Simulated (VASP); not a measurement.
The system is Cd.

```xyz
2
Lattice="2.9721 0.0000 0.0000 -1.4860 2.5739 0.0000 0.0000 0.0000 5.4597" Properties=species:S:1:pos:R:3 pbc="T T T"
Cd    0.0000    1.7159    1.3649
Cd    1.4860    0.8580    4.0948
```

Base run:

```yaml
Program: VASP 6.6.1
Functional: PBEsol
Potentials_or_basis: VASP PAW PBE potentials, release 64 (Cd)
Cutoff: 520 eV
k_mesh: 12 × 12 × 6
Occupations: fermi-dirac, width 0.05 eV
Spin: no spin polarisation
```

Its results: band gap on the k mesh zero (bands 12 and 13 overlap by 3.86 eV); pressure 0.5 GPa.

**Question.** The run is repeated on the same cell with these changes: functional from PBEsol to r2SCAN. What comes out?

**Answer.** Band gap on the k mesh zero (bands 12 and 13 overlap by 4.03 eV); pressure 2.8 GPa.

Caveats: the PAW data sets were made with another functional, which shifts forces and pressure a little.
